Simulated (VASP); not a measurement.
Crystal: Cd2S.

```
CELL_PARAMETERS angstrom
4.10000 0.00000 0.00000
0.00000 4.10000 0.00000
0.00000 0.00000 8.70000
ATOMIC_POSITIONS crystal
Cd 0.50000 0.50000 0.33500
Cd 0.50000 0.50000 0.66500
Cd 0.00000 0.00000 0.00000
Cd 0.00000 0.00000 0.50000
S 0.00000 0.50000 0.17000
S 0.50000 0.00000 0.83000
```

| Property | Result |
| --- | --- |
| Program | VASP 6.6.1 |
| Task | relaxation of cell and atoms |
| Functional | PBE |
| Potentials or basis | VASP PAW PBE potentials, release 64 (Cd, S) |
| Cutoff | 600 eV |
| k mesh | 4 × 4 × 2 |
| Occupations | gaussian, width 0.2 eV |
| Spin | no spin polarisation |

At the start: pressure 3.6 GPa; volume 24.37 Å³/atom.

Q: Where does the relaxation end?

A: Over 6 steps the energy falls by 33.5 meV/atom and the volume is 26.01 Å³/atom (+6.7 %); space group P-4m2 (No. 115, to 0.1 Å) before and after.

Step by step:
```tsv
step	energy change (eV)	largest force (eV/Å)	pressure (GPa)	volume (Å³)
1	0.0000	0.9892	3.62	146.25
2	-0.1819	0.3582	-0.49	158.21
3	-0.1819	0.3581	-0.49	158.21
4	-0.1956	0.1760	-0.21	156.99
5	-0.1987	0.0918	0.03	156.07
6	-0.2009	0.0785	0.00	156.03
```

Final structure:
```
CELL_PARAMETERS angstrom
4.17305 0.00000 0.00000
0.00000 4.17305 0.00000
0.00000 0.00000 8.96012
ATOMIC_POSITIONS crystal
Cd 0.50000 0.50000 0.34478
Cd 0.50000 0.50000 0.65522
Cd 0.00000 0.00000 0.00000
Cd 0.00000 0.00000 0.50000
S 0.00000 0.50000 0.16680
S 0.50000 0.00000 0.83320
```

Caveat: the k points lie up to 0.38 Å⁻¹ apart in the final cell, too coarse for converged energies and pressures of a metal; the relaxation stopped at a loose force limit of 0.08 eV/Å, so its end isn't a converged minimum.
